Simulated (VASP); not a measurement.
# Tc (Fm-3m) in VASP: a series of runs

Tc is run at these levels: PBEsol; tasks: single point.

Everything below comes from runs of VASP 6.6.1. Logs are shortened: lines on timing, memory, paths and dates and some standing lists are left out, and cuts for length are marked.

## Step 1: The cell of the first run

The structure is cubic, space group Fm-3m (No. 225). The conventional cell has a = 3.834 Å, b = 3.834 Å, c = 3.834 Å, α = 90.00°, β = 90.00°, γ = 90.00°. Within 3.6 Å of Tc (site symmetry m-3m) lie 12 Tc at 2.71 Å.

This isn't the form of Tc at room conditions, which is hcp.

## Step 2: Single point, PBEsol (14.09 Å³/atom)

The input, INCAR:

```
SYSTEM = Tc
ALGO     = Normal         ! electronic algorithm
EDIFF    = 1E-6           ! SCF threshold, eV
ENCUT    = 520            ! plane-wave cutoff, eV
GGA      = PS             ! functional
ISIF     = 2              ! what is computed and relaxed
ISMEAR   = -1             ! smearing method
LASPH    = .True.         ! aspherical terms in the spheres
LCHARG   = .False.        ! write CHGCAR
LREAL    = .False.        ! projectors in reciprocal space
LWAVE    = .False.        ! write WAVECAR
NBANDS   = 12             ! bands
NELM     = 60             ! most SCF steps
PREC     = Accurate       ! precision mode
SIGMA    = 0.03           ! smearing width, eV
```

The input, KPOINTS:

```
k-points
0
Gamma
  18 18 18
  0 0 0
```

The input, POSCAR:

```
Tc
1.0
    0.0000000000      1.9169427664      1.9169427664
    1.9169427664      0.0000000000      1.9169427664
    1.9169427664      1.9169427664      0.0000000000
Tc
1
Direct
    0.0000000000      0.0000000000      0.0000000000
```

Potentials or basis: VASP PAW PBE potentials, release 64 (Tc_pv).

Run with:

```bash
> cat potpaw_PBE.64/Tc_pv/POTCAR > POTCAR
> mpirun -np 1 vasp_std > vasp.out
```

OUTCAR:

```text
SYSTEM = Tc
   EDIFF = 1E-6
   ENCUT = 520
   GGA = PS
   ISIF = 2
   ISMEAR = -1
   LASPH = .True.
   LREAL = .False.
   NELM = 60
   PREC = Accurate

 ion  position               nearest neighbor table
   1  0.000  0.000  0.000-

  LATTYP: Found a face centered cubic cell.
 ALAT       =     3.8338855328

  Lattice vectors:

 A1 = (   0.0000000000,   1.9169427664,   1.9169427664)
 A2 = (   1.9169427664,   0.0000000000,   1.9169427664)
 A3 = (   1.9169427664,   1.9169427664,   0.0000000000)

Analysis of symmetry for initial positions (statically):
=====================================================================
 Subroutine PRICEL returns:
 Original cell was already a primitive cell.

 Routine SETGRP: Setting up the symmetry group for a
 face centered cubic supercell.

 Subroutine GETGRP returns: Found 48 space group operations
 (whereof 48 operations were pure point group operations)
 out of a pool of 48 trial point group operations.

The static configuration has the point symmetry O_h .

Analysis of symmetry for dynamics (positions and initial velocities):
=====================================================================
 Subroutine PRICEL returns:
 Original cell was already a primitive cell.

 Routine SETGRP: Setting up the symmetry group for a
 face centered cubic supercell.

 Subroutine GETGRP returns: Found 48 space group operations
 (whereof 48 operations were pure point group operations)
 out of a pool of 48 trial point group operations.

The dynamic configuration has the point symmetry O_h .

 Subroutine INISYM returns: Found 48 space group operations
 (whereof 48 operations are pure point group operations),
 and found     1 'primitive' translations

----------------------------------------------------------------------------------------

                                     Primitive cell

  volume of cell :      14.0883

  direct lattice vectors                    reciprocal lattice vectors
     0.000000000  1.916942766  1.916942766    -0.260831992  0.260831992  0.260831992
     1.916942766  0.000000000  1.916942766     0.260831992 -0.260831992  0.260831992
     1.916942766  1.916942766  0.000000000     0.260831992  0.260831992 -0.260831992

  length of vectors
     2.710966459  2.710966459  2.710966459     0.451774262  0.451774262  0.451774262

  position of ions in fractional coordinates (direct lattice)
     0.000000000  0.000000000  0.000000000

  ion indices of the primitive-cell ions
   primitive index   ion index
                 1           1

----------------------------------------------------------------------------------------

 KPOINTS: k-points

Automatic generation of k-mesh.
 Grid dimensions read from file:
 generate k-points for:   18   18   18

 Generating k-lattice:

  Cartesian coordinates                     Fractional coordinates (reciprocal lattice)
    -0.014490666  0.014490666  0.014490666     0.055555556  0.000000000  0.000000000
     0.014490666 -0.014490666  0.014490666     0.000000000  0.055555556  0.000000000
     0.014490666  0.014490666 -0.014490666     0.000000000  0.000000000  0.055555556

  Length of vectors
     0.025098570  0.025098570  0.025098570

  Shift w.r.t. Gamma in fractional coordinates (k-lattice)
     0.000000000  0.000000000  0.000000000

 Subroutine IBZKPT returns following result:
 ===========================================

 Found    195 irreducible k-points:

 Following reciprocal coordinates:
            Coordinates               Weight
  0.000000  0.000000  0.000000      1.000000
  0.055556  0.000000  0.000000      8.000000
  0.111111  0.000000  0.000000      8.000000
  0.166667  0.000000  0.000000      8.000000
  0.222222  0.000000  0.000000      8.000000
  0.277778  0.000000  0.000000      8.000000
[... 16 lines left out ...]
 -0.277778  0.055556  0.000000     24.000000
 -0.222222  0.055556  0.000000     24.000000
 [... further k-points ...]
   k-points           NKPTS =    195   k-points in BZ     NKDIM =    195   number of bands    NBANDS=     12
   number of dos      NEDOS =    301   number of ions     NIONS =      1
   total plane-waves  NPLWV =   8000
   dimension x,y,z NGX =    20 NGY =   20 NGZ =   20
   dimension x,y,z NGXF=    40 NGYF=   40 NGZF=   40
   ions per type =               1
   NGX,Y,Z   is equivalent  to a cutoff of  12.26, 12.26, 12.26 a.u.
   NGXF,Y,Z  is equivalent  to a cutoff of  24.53, 24.53, 24.53 a.u.
 SYSTEM =  Tc
   PREC   = accura    normal or accurate (medium, high low for compatibility)
   ISTART =      0    job   : 0-new  1-cont  2-samecut
   ICHARG =      2    charge: 1-file 2-atom 10-const
   ISPIN  =      1    spin polarized calculation?
   LNONCOLLINEAR =      F non collinear calculations
   LSORBIT =      F    spin-orbit coupling
   LASPH  =      T    aspherical Exc in radial PAW
   ENCUT  =  520.0 eV  38.22 Ry    6.18 a.u.   5.04  5.04  5.04*2*pi/ulx,y,z
   NELM   =     60;   NELMIN=  2; NELMDL= -5     # of ELM steps
   EDIFF  = 0.1E-05   stopping-criterion for ELM
   LREAL  =      F    real-space projection
   EDIFFG = 0.1E-04   stopping-criterion for IOM
   NSW    =      0    number of steps for IOM
   IBRION =     -1    ionic relax: 0-MD 1-quasi-New 2-CG
   NFREE  =      0    steps in history (QN), initial steepest desc. (CG)
   ISIF   =      2    stress and relaxation
   ISYM   =      2    0-nonsym 1-usesym 2-fastsym
   POTIM  = 0.5000    time-step for ionic-motion
   TEBEG  =    0.0;   TEEND  =   0.0 temperature during run
   PSTRESS=    0.0 pullay stress
   NELECT =      13.0000    total number of electrons
   NUPDOWN=      -1.0000    fix difference up-down
   EMIN   =  10.00;   EMAX   =-10.00  energy-range for DOS
   EFERMI =   0.00;   METHOD = LEGACY
   ISMEAR =    -1;   SIGMA  =   0.03  broadening in eV -4-tet -1-fermi 0-gaus
   EFERMI_NEDOS =   21; number of points for ismear=-14 and -15
   IALGO  =     38    algorithm
   IMIX   =      4    mixing-type and parameters
     AMIX     =   0.40;   BMIX     =  1.00
     AMIX_MAG =   1.60;   BMIX_MAG =  1.00
  volume/ion in A,a.u.               =      14.09        95.07
  Fermi-wavevector in a.u.,A,eV,Ry     =   1.593811  3.011866 34.561972  2.540233
  Thomas-Fermi vector in A             =   2.691983
   LORBIT       =      0    0 simple, 1 ext, 2 COOP (PROOUT), +10 PAW based schemes
   GGA     = PS    functional components
   LHFCALC =     F    Hartree Fock is set to
   AEXX    =    0.0000 exact exchange contribution
   IVDW    =     0    specifies the selected vdW correction
   LEPSILON=     F    determine dielectric tensor
   LRPA    =     F    only Hartree local field effects (RPA)
 non-spin polarized calculation
  energy-cutoff  :      520.00
  volume of cell :       14.09
 maximum number of plane-waves:       392
   NGX =  9   NGY =  9   NGZ =  9

 number of electron      12.9999995 magnetization

 Free energy of the ion-electron system (eV)
  ---------------------------------------------------
  ext. energy  EPLUGINS =         0.00000000
  ---------------------------------------------------
  free energy    TOTEN  =       -11.19326157 eV

  energy without entropy =      -11.19009371  energy(sigma->0) =      -11.19167764

 E-fermi :  12.9600     XC(G=0): -14.0373

 val. band max:       12.9536849650   @ k =  -0.4444   0.3889   0.0556
 cond. band min:      12.9826144852   @ k =   0.3889   0.2222   0.0000
 fundamental gap:      0.0289295203
 Fermi energy:        12.9600270369

 k-point     1 :       0.0000    0.0000    0.0000
  band No.  band energies     occupation
      1     -25.2911      2.00000
      2     -25.2911      2.00000
      3     -25.2911      2.00000
      4       5.3385      2.00000
      5      11.1220      2.00000
      6      11.1220      2.00000
      7      11.1220      2.00000
      8      13.8265      0.00000
      9      13.8265      0.00000
     10      26.9722      0.00000
     11      32.6478      0.00000
     12      32.6478      0.00000

 k-point     2 :       0.0556    0.0000    0.0000
  band No.  band energies     occupation
      1     -25.3348      2.00000
      2     -25.2967      2.00000
      3     -25.2967      2.00000
      4       5.4742      2.00000
      5      11.0390      2.00000
      6      11.1822      2.00000
      7      11.1822      2.00000
      8      13.7814      0.00000
      9      13.7814      0.00000
     10      27.2216      0.00000
     11      32.0352      0.00000
     12      32.8824      0.00000

 k-point     3 :       0.1111    0.0000    0.0000
  band No.  band energies     occupation
      1     -25.4592      2.00000
      2     -25.3124      2.00000
      3     -25.3124      2.00000
      4       5.8609      2.00000
      5      10.8307      2.00000
      6      11.3391      2.00000
      7      11.3391      2.00000
      8      13.6817      0.00000
      9      13.6817      0.00000
     10      27.9028      0.00000
     11      30.7899      0.00000
     12      33.5662      0.00000
[... 286 lines left out ...]
 k-point    23 :      -0.2778    0.0556    0.0000
  band No.  band energies     occupation
      1     -26.1800      2.00000
      2     -25.4533      2.00000
      3     -25.3929      2.00000
      4       7.5621      2.00000
      5      11.0157      2.00000
      6      11.3797      2.00000
      7      11.4857      2.00000
      8      13.9887      0.00000
      9      14.9655      0.00000
     10      26.7749      0.00000
     11      29.9108      0.00000
     12      35.8134      0.00000

 k-point    24 :      -0.2222    0.0556    0.0000
  band No.  band energies     occupation
      1     -25.9550      2.00000
      2     -25.4214      2.00000
      3     -25.3613      2.00000
      4       7.2891      2.00000
      5      10.5034      2.00000
      6      11.5482      2.00000
      7      11.6406      2.00000
      8      13.4888      0.00000
      9      14.3992      0.00000
     10      27.7990      0.00000
     11      30.2351      0.00000
     12      35.4298      0.00000

 [... further k-points ...]

------------------------ aborting loop because EDIFF is reached ----------------------------------------

  FORCE on cell =-STRESS in cart. coord.  units (eV):
  Direction    XX          YY          ZZ          XY          YZ          ZX
  --------------------------------------------------------------------------------------
  -------------------------------------------------------------------------------------
  Total       -0.0876565     -0.0876565     -0.0876565      0.0000000      0.0000000      0.0000000
  in kB       -9.9686711     -9.9686711     -9.9686711      0.0000000      0.0000000      0.0000000
  external PRESSURE =      -9.9686711 kB  Pullay stress =       0.0000000 kB

 VOLUME and BASIS-vectors are now :
 -----------------------------------------------------------------------------
  energy-cutoff  :      520.00
  volume of cell :       14.09
      direct lattice vectors                 reciprocal lattice vectors
     0.000000000  1.916942766  1.916942766    -0.260831992  0.260831992  0.260831992
     1.916942766  0.000000000  1.916942766     0.260831992 -0.260831992  0.260831992
     1.916942766  1.916942766  0.000000000     0.260831992  0.260831992 -0.260831992

 POSITION                                       TOTAL-FORCE (eV/Angst)
 -----------------------------------------------------------------------------------
      0.00000      0.00000      0.00000         0.000000     -0.000000      0.000000
 -----------------------------------------------------------------------------------
    total drift:                                0.000000      0.000000      0.000000

  FREE ENERGIE OF THE ION-ELECTRON SYSTEM (eV)
  ---------------------------------------------------
  free  energy   TOTEN  =       -11.1932615665 eV

  energy  without entropy=      -11.1900937099  energy(sigma->0) =      -11.19167764
```

Run time: 21 s. Hardware: 1 thread of Intel Xeon 8259CL, shared host; peak memory 0.15 GiB.

Results:

| Item | Value |
| --- | --- |
| Free energy | -11.1933 eV |
| Pressure | -1.0 GPa |
| Band gap on the k mesh | zero (an odd number of electrons rules out a gap without spin polarisation) |

Caveat: the PAW data sets were made with another functional, which shifts forces and pressure a little.

[end of part 1 of 2]

The gap in the log of VASP goes by the Fermi energy; the results here count the filled bands.